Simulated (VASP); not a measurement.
# Bi2Te3 (R3m) in VASP: single point with PBEsol

Aim: the single point of Bi2Te3 with PBEsol.

All numbers are computed with VASP 6.6.1; they aren't measurements. Logs are shortened: lines on timing, memory, paths and dates and some standing lists are left out, and cuts for length are marked.

### Step 1. The cell of the first run

It takes space group R3m (No. 160, trigonal). Conventional cell: a = 8.347 Å, b = 8.347 Å, c = 56.389 Å, α = 90.00°, β = 90.00°, γ = 120.00°.

### Step 2. Single point, PBEsol

INCAR reads:

```
ALGO = Normal ; EDIFF = 1E-6
ENCUT = 520 ; GGA = PS
ISIF = 2 ; ISMEAR = 0
LASPH = True ; LCHARG = False
LREAL = False ; LWAVE = False
NBANDS = 32 ; NELM = 60
PREC = Accurate ; SIGMA = 0.1
```

KPOINTS reads:

```
k-points
0
Gamma
  3 3 3
```

POSCAR reads:

```
Bi2Te3
1.0
    4.1734641791      2.4095506672     18.7964896434
   -4.1734641791      2.4095506672     18.7964896434
    0.0000000000     -4.8191013345     18.7964896433
Bi Te
2 3
Direct
    0.8120000000      0.8120000000      0.8120000000
    0.4020000000      0.4020000000      0.4020000000
    0.6110000000      0.6110000000      0.6110000000
    0.2000000000      0.2000000000      0.2000000000
    0.0000000000      0.0000000000      0.0000000000
```

Potentials or basis: VASP PAW PBE potentials, release 64 (Bi_d, Te).

Run with:

```bash
> cat potpaw_PBE.64/Bi_d/POTCAR potpaw_PBE.64/Te/POTCAR > POTCAR
> mpirun -np 1 vasp_std > vasp.out
```

OUTCAR:

```text
EDIFF = 1E-6
   ENCUT = 520
   GGA = PS
   ISIF = 2
   ISMEAR = 0
   LASPH = True
   LREAL = False
   NELM = 60
   PREC = Accurate

 ion  position               nearest neighbor table
   1  0.812  0.812  0.812-
   2  0.402  0.402  0.402-
   3  0.611  0.611  0.611-
   4  0.200  0.200  0.200-
   5  0.000  0.000  0.000-

  LATTYP: Found a trigonal (rhomboedric) cell.
 ALAT       =    19.4044263143
 COS(alpha) =     0.9074829532

  Lattice vectors:

 A1 = (   4.1734641791,   2.4095506672,  18.7964896434)
 A2 = (  -4.1734641791,   2.4095506672,  18.7964896434)
 A3 = (   0.0000000000,  -4.8191013345,  18.7964896433)

Analysis of symmetry for initial positions (statically):
=====================================================================
 Subroutine PRICEL returns:
 Original cell was already a primitive cell.

 Routine SETGRP: Setting up the symmetry group for a
 trigonal (rhombohedral) supercell.

 Subroutine GETGRP returns: Found  6 space group operations
 (whereof  6 operations were pure point group operations)
 out of a pool of 12 trial point group operations.

The static configuration has the point symmetry C_3v.

Analysis of symmetry for dynamics (positions and initial velocities):
=====================================================================
 Subroutine PRICEL returns:
 Original cell was already a primitive cell.

 Routine SETGRP: Setting up the symmetry group for a
 trigonal (rhombohedral) supercell.

 Subroutine GETGRP returns: Found  6 space group operations
 (whereof  6 operations were pure point group operations)
 out of a pool of 12 trial point group operations.

The dynamic configuration has the point symmetry C_3v.

 Subroutine INISYM returns: Found  6 space group operations
 (whereof  6 operations are pure point group operations),
 and found     1 'primitive' translations

----------------------------------------------------------------------------------------

                                     Primitive cell

  volume of cell :    1134.1246

  direct lattice vectors                    reciprocal lattice vectors
     4.173464179  2.409550667 18.796489643     0.119804550  0.069169189  0.017733808
    -4.173464179  2.409550667 18.796489643    -0.119804550  0.069169189  0.017733808
     0.000000000 -4.819101335 18.796489643     0.000000000 -0.138338379  0.017733808

  length of vectors
    19.404426314 19.404426314 19.404426314     0.139470409  0.139470409  0.139470409

  position of ions in fractional coordinates (direct lattice)
     0.812000000  0.812000000  0.812000000
     0.402000000  0.402000000  0.402000000
     0.611000000  0.611000000  0.611000000
     0.200000000  0.200000000  0.200000000
     0.000000000  0.000000000  0.000000000

  ion indices of the primitive-cell ions
   primitive index   ion index
                 1           1
                 2           2
                 3           3
                 4           4
                 5           5

----------------------------------------------------------------------------------------

 KPOINTS: k-points

Automatic generation of k-mesh.
 Grid dimensions read from file:
 generate k-points for:    3    3    3

 Generating k-lattice:

  Cartesian coordinates                     Fractional coordinates (reciprocal lattice)
     0.039934850  0.023056396  0.005911269     0.333333333  0.000000000  0.000000000
    -0.039934850  0.023056396  0.005911269     0.000000000  0.333333333  0.000000000
     0.000000000 -0.046112793  0.005911269     0.000000000  0.000000000  0.333333333

  Length of vectors
     0.046490136  0.046490136  0.046490136

  Shift w.r.t. Gamma in fractional coordinates (k-lattice)
     0.000000000  0.000000000  0.000000000

 Subroutine IBZKPT returns following result:
 ===========================================

 Found      6 irreducible k-points:

 Following reciprocal coordinates:
            Coordinates               Weight
  0.000000  0.000000  0.000000      1.000000
  0.333333  0.000000  0.000000      6.000000
  0.333333  0.333333  0.000000      6.000000
 -0.333333  0.333333  0.000000      6.000000
  0.333333  0.333333  0.333333      2.000000
 -0.333333  0.333333  0.333333      6.000000
   k-points           NKPTS =      6   k-points in BZ     NKDIM =      6   number of bands    NBANDS=     32
   number of dos      NEDOS =    301   number of ions     NIONS =      5
   total plane-waves  NPLWV = ******
   dimension x,y,z NGX =   144 NGY =  144 NGZ =  144
   dimension x,y,z NGXF=   288 NGYF=  288 NGZF=  288
   ions per type =               2   3
   NGX,Y,Z   is equivalent  to a cutoff of  12.34, 12.34, 12.34 a.u.
   NGXF,Y,Z  is equivalent  to a cutoff of  24.67, 24.67, 24.67 a.u.
 SYSTEM =  unknown system
   PREC   = accura    normal or accurate (medium, high low for compatibility)
   ISTART =      0    job   : 0-new  1-cont  2-samecut
   ICHARG =      2    charge: 1-file 2-atom 10-const
   ISPIN  =      1    spin polarized calculation?
   LNONCOLLINEAR =      F non collinear calculations
   LSORBIT =      F    spin-orbit coupling
   LASPH  =      T    aspherical Exc in radial PAW
   ENCUT  =  520.0 eV  38.22 Ry    6.18 a.u.  36.08 36.08 36.08*2*pi/ulx,y,z
   NELM   =     60;   NELMIN=  2; NELMDL= -5     # of ELM steps
   EDIFF  = 0.1E-05   stopping-criterion for ELM
   LREAL  =      F    real-space projection
   EDIFFG = 0.1E-04   stopping-criterion for IOM
   NSW    =      0    number of steps for IOM
   IBRION =     -1    ionic relax: 0-MD 1-quasi-New 2-CG
   NFREE  =      0    steps in history (QN), initial steepest desc. (CG)
   ISIF   =      2    stress and relaxation
   ISYM   =      2    0-nonsym 1-usesym 2-fastsym
   POTIM  = 0.5000    time-step for ionic-motion
   TEBEG  =    0.0;   TEEND  =   0.0 temperature during run
   PSTRESS=    0.0 pullay stress
   NELECT =      48.0000    total number of electrons
   NUPDOWN=      -1.0000    fix difference up-down
   EMIN   =  10.00;   EMAX   =-10.00  energy-range for DOS
   EFERMI =   0.00;   METHOD = LEGACY
   ISMEAR =     0;   SIGMA  =   0.10  broadening in eV -4-tet -1-fermi 0-gaus
   EFERMI_NEDOS =   21; number of points for ismear=-14 and -15
   IALGO  =     38    algorithm
   IMIX   =      4    mixing-type and parameters
     AMIX     =   0.40;   BMIX     =  1.00
     AMIX_MAG =   1.60;   BMIX_MAG =  1.00
  volume/ion in A,a.u.               =     226.82      1530.69
  Fermi-wavevector in a.u.,A,eV,Ry     =   0.570517  1.078120  4.428550  0.325489
  Thomas-Fermi vector in A             =   1.610601
   LORBIT       =      0    0 simple, 1 ext, 2 COOP (PROOUT), +10 PAW based schemes
   GGA     = PS    functional components
   LHFCALC =     F    Hartree Fock is set to
   AEXX    =    0.0000 exact exchange contribution
   IVDW    =     0    specifies the selected vdW correction
   LEPSILON=     F    determine dielectric tensor
   LRPA    =     F    only Hartree local field effects (RPA)
 non-spin polarized calculation
 Gauss-broadening in eV      SIGMA  =   0.10
  energy-cutoff  :      520.00
  volume of cell :     1134.12
 maximum number of plane-waves:     30557
   NGX = 73   NGY = 73   NGZ = 73

 number of electron      48.0000003 magnetization

 Free energy of the ion-electron system (eV)
  ---------------------------------------------------
  ext. energy  EPLUGINS =         0.00000000
  ---------------------------------------------------
  free energy    TOTEN  =        -1.74037115 eV

  energy without entropy =       -1.32962410  energy(sigma->0) =       -1.53499763

 E-fermi :  -3.8051     XC(G=0):  -3.1356

 val. band max:       -3.8153205015   @ k =   0.0000   0.0000   0.0000
 cond. band min:      -3.7996981916   @ k =   0.3333   0.3333   0.3333
 fundamental gap:      0.0156223099
 Fermi energy:        -3.8050914206

 k-point     1 :       0.0000    0.0000    0.0000
  band No.  band energies     occupation
      1     -26.5553      2.00000
      2     -26.5553      2.00000
      3     -26.5537      2.00000
      4     -26.5532      2.00000
      5     -26.5532      2.00000
      6     -26.4851      2.00000
[... 24 lines left out ...]
     31      -0.1220      0.00000
     32       0.6974      0.00000

 k-point     2 :       0.3333    0.0000    0.0000
  band No.  band energies     occupation
      1     -26.5553      2.00000
      2     -26.5553      2.00000
      3     -26.5537      2.00000
      4     -26.5532      2.00000
      5     -26.5532      2.00000
      6     -26.4851      2.00000
[... 24 lines left out ...]
     31       0.3317      0.00000
     32       0.9774      0.00000

 k-point     3 :       0.3333    0.3333    0.0000
  band No.  band energies     occupation
      1     -26.5553      2.00000
      2     -26.5553      2.00000
      3     -26.5537      2.00000
      4     -26.5532      2.00000
      5     -26.5532      2.00000
      6     -26.4851      2.00000
[... 24 lines left out ...]
     31       0.3308      0.00000
     32       0.9721      0.00000

 k-point     4 :      -0.3333    0.3333    0.0000
  band No.  band energies     occupation
      1     -26.5553      2.00000
      2     -26.5553      2.00000
      3     -26.5537      2.00000
      4     -26.5532      2.00000
      5     -26.5532      2.00000
      6     -26.4851      2.00000
[... 24 lines left out ...]
     31       0.9730      0.00000
     32       0.9911      0.00000

 k-point     5 :       0.3333    0.3333    0.3333
  band No.  band energies     occupation
      1     -26.5553      2.00000
      2     -26.5553      2.00000
      3     -26.5537      2.00000
      4     -26.5532      2.00000
      5     -26.5532      2.00000
      6     -26.4851      2.00000
[... 24 lines left out ...]
     31      -0.1049      0.00000
     32       0.5624      0.00000

 k-point     6 :      -0.3333    0.3333    0.3333
  band No.  band energies     occupation
      1     -26.5553      2.00000
      2     -26.5553      2.00000
      3     -26.5537      2.00000
      4     -26.5532      2.00000
      5     -26.5532      2.00000
      6     -26.4851      2.00000
[... 24 lines left out ...]
     31       0.3390      0.00000
     32       0.9098      0.00000

------------------------ aborting loop because EDIFF is reached ----------------------------------------

  FORCE on cell =-STRESS in cart. coord.  units (eV):
  Direction    XX          YY          ZZ          XY          YZ          ZX
  --------------------------------------------------------------------------------------
  -------------------------------------------------------------------------------------
  Total       -2.4343978     -2.4343978     -2.6746284      0.0000000     -0.0000000      0.0000000
  in kB       -3.4390729     -3.4390729     -3.7784466      0.0000000     -0.0000000      0.0000000
  external PRESSURE =      -3.5521975 kB  Pullay stress =       0.0000000 kB

 VOLUME and BASIS-vectors are now :
 -----------------------------------------------------------------------------
  energy-cutoff  :      520.00
  volume of cell :     1134.12
      direct lattice vectors                 reciprocal lattice vectors
     4.173464179  2.409550667 18.796489643     0.119804550  0.069169189  0.017733808
    -4.173464179  2.409550667 18.796489643    -0.119804550  0.069169189  0.017733808
     0.000000000 -4.819101335 18.796489643     0.000000000 -0.138338379  0.017733808

 POSITION                                       TOTAL-FORCE (eV/Angst)
 -----------------------------------------------------------------------------------
      0.00000     -0.00000     45.78825         0.000000     -0.000000      0.199041
      0.00000     -0.00000     22.66857         0.000000      0.000000     -0.028020
      0.00000     -0.00000     34.45397         0.000000     -0.000000      0.132532
      0.00000     -0.00000     11.27789         0.000000      0.000000     -0.289289
      0.00000      0.00000      0.00000         0.000000      0.000000     -0.014264
 -----------------------------------------------------------------------------------
    total drift:                               -0.000000     -0.000000      0.000865

  FREE ENERGIE OF THE ION-ELECTRON SYSTEM (eV)
  ---------------------------------------------------
  free  energy   TOTEN  =        -1.7403711542 eV

  energy  without entropy=       -1.3296241022  energy(sigma->0) =       -1.53499763
```

It took 57 min on 1 thread of Intel Xeon Platinum 8488C (Sapphire Rapids), shared host; peak memory 4.1 GiB.

Results:

| Property | Result |
| --- | --- |
| Free energy | -1.7404 eV |
| Pressure | -0.4 GPa |
| Largest force | 0.289 eV/Å |
| Band gap on the k mesh | zero (filled and empty bands touch) |

Forces on the atoms (eV/Å):
```
Bi   0.000  0.000  0.199
Bi   0.000  0.000 -0.028
Te   0.000  0.000  0.133
Te   0.000  0.000 -0.289
Te   0.000  0.000 -0.014
```

Levels at points of the mesh, in eV from the Fermi level:
```csv
k point,band 20,band 21,band 22,band 23,band 24,band 25,band 26,band 27,band 28,band 29
"(0.00, 0.00, 0.00)",-0.11,-0.11,-0.03,-0.02,-0.01,-0.01,0.02,0.02,0.08,0.08
```

Caveat: the PAW data sets were made with another functional, which shifts forces and pressure a little; spin-orbit coupling is left out, which moves the levels of the heavy elements.
